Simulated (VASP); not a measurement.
**C: single point with PBE+D3(BJ)**

The system is C.

```
C
1.0
     1.25306    0.72346    3.41706
    -1.25306    0.72346    3.41706
     0.00000   -1.44691    3.41706
C
2
Direct
  0.16094 0.16094 0.16094
  0.83906 0.83906 0.83906
```

This cell differs from its parent crystal: atoms displaced along a vibrational mode, the cell strained.

| Property | Result |
| --- | --- |
| Program | VASP 6.6.1 |
| Task | single point |
| Functional | PBE |
| Dispersion | D3(BJ) |
| Potentials or basis | VASP PAW PBE potentials, release 64 (C) |
| Cutoff | 520 eV |
| k mesh | 15 × 15 × 15 |
| Occupations | gaussian, width 0.05 eV |
| Spin | no spin polarisation |

The pressure is -13.4 GPa. The largest force is 1.917 eV/Å and the dispersion energy per atom is -0.151 eV.

Forces in eV/Å, atoms in the order of the input:
```
C    0.000  0.000  1.917
C    0.000  0.000 -1.917
```

Stress tensor (GPa, compression positive):
```
-18.74   0.00   0.00
  0.00 -18.74   0.00
  0.00   0.00  -2.70
```

Run time: 2.5 min on 1 thread of Intel Xeon 8259CL (shared host), peak memory 0.2 GiB.

Caveat: the cell differs from its parent crystal (atoms displaced along a vibrational mode, the cell strained); the stress differs along the axes, from -19 to -3 GPa; forces of over 1 eV/Å act on the atoms, so gaps and moduli don't describe the material at rest.
